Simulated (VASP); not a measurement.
The system is Sn.

```
CELL_PARAMETERS angstrom
-2.02919 2.02919 1.66076
2.02919 -2.02919 1.66076
2.02919 2.02919 -1.66076
ATOMIC_POSITIONS crystal
Sn 0.00000 0.00000 0.00000
```

* Program: VASP 6.6.1
* Task: relaxation of cell and atoms
* Functional: RPBE
* Dispersion: D3(BJ)
* Potentials or basis: VASP PAW PBE potentials, release 64 (Sn_d)
* Cutoff: 600 eV
* k mesh: 10 × 10 × 10
* Occupations: fermi-dirac, width 0.05 eV
* Spin: no spin polarisation

At the start: pressure -16.4 GPa; volume 27.35 Å³/atom.

Problem. Where does the relaxation end?

Solution. Over 12 steps the energy falls by 458.7 meV/atom and the volume is 20.68 Å³/atom (-24.4 %); space group I4/mmm (No. 139, to 0.1 Å) before and after.

Step by step:
```tsv
step	energy change (eV)	largest force (eV/Å)	pressure (GPa)	volume (Å³)
1	0.0000	0.0000	-16.35	27.35
2	-0.1929	0.0000	29.01	17.72
3	-0.4354	0.0000	-0.08	21.01
4	-0.4357	0.0000	0.04	20.89
5	-0.4549	0.0000	0.55	20.68
6	-0.4567	0.0000	0.64	20.63
7	-0.4582	0.0000	0.96	20.51
8	-0.4583	0.0000	0.91	20.54
9	-0.4583	0.0000	0.83	20.56
10	-0.4584	0.0000	0.85	20.55
11	-0.4580	0.0000	-1.12	20.88
12	-0.4587	0.0000	0.05	20.68
```

Final structure:
```
Sn
1.0
    -1.80105    1.80105    1.59410
     1.80105   -1.80105    1.59410
     1.80105    1.80105   -1.59410
Sn
1
Direct
  0.00000 0.00000 0.00000
```

Caveat: the volume moved by over 15 % at a fixed basis, so the end points are rough; the PAW data sets were made with another functional, which shifts forces and pressure a little.
